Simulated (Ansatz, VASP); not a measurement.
One calculation of Zn3SeS2, two programs

```xyz
6
Lattice="3.9173 0.0000 0.0000 -1.9586 3.3925 0.0000 0.0000 0.0000 9.5996" Properties=species:S:1:pos:R:3 pbc="T T T"
Zn    0.0000    0.0000    0.0921
Zn    1.9586    1.1308    3.2013
Zn    0.0000    2.2616    6.3022
Se    0.0000    0.0000    7.2135
S     1.9586    1.1308    0.8392
S     0.0000    2.2616    3.9508
```

Alike in both runs: task relaxation of cell and atoms; functional PBE; k mesh 12 × 12 × 4; occupations gaussian, width 0.02 eV; no spin polarisation.

|  | VASP | Ansatz |
| --- | --- | --- |
| version | VASP 6.6.1 | Ansatz 0.2.0 |
| potentials or method | VASP PAW PBE potentials, release 64 (Zn, Se, S), cutoff 600 eV | scalar-relativistic, plane waves, PAW |
| valence electrons in the cell | 54 | 64 |

```csv
,VASP,Ansatz,Ansatz less VASP
"gap on the k mesh at the Fermi level, each at its own relaxed structure (eV)",1.42,1.43,+0.015
relaxed volume (Å³/atom),21.33,21.26,-0.067
relaxed cell length with the largest relative difference (Å),9.611,9.600,-0.0117
```

VASP's potentials hold 54 valence electrons a cell and Ansatz's 64, so a difference there can come from the potentials and not from the codes.
